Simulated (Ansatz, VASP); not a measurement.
# Ta: VASP beside Ansatz

```xyz
3
Lattice="4.6946 0.0000 0.0000 -2.3473 4.0656 0.0000 0.0000 0.0000 17.9165" Properties=species:S:1:pos:R:3 pbc="T T T"
Ta    0.0000    1.3552    8.4359
Ta    0.0000    4.0656    8.9583
Ta    2.3473    2.7104    9.4806
```

Alike in both runs: functional PBE; k mesh 9 × 9 × 1; occupations fermi-dirac, width 0.08 eV; no spin polarisation.

Ansatz relaxed the structure, and its values are those at the end. VASP's run is a single point on that final structure, the one shown.

```csv
,VASP,Ansatz
version,VASP 6.6.1,Ansatz 0.2.0
potentials or method,"VASP PAW PBE potentials, release 64 (Ta_pv), cutoff 520 eV","all-electron LAPW, scalar-relativistic"
```

```tsv
	VASP	Ansatz	Ansatz less VASP
rms of the force components (eV/Å)	0.005	0.001	-0.0037
```

Ansatz ran all-electron here, and VASP with PAW potentials.

Neither program's run includes spin-orbit coupling.
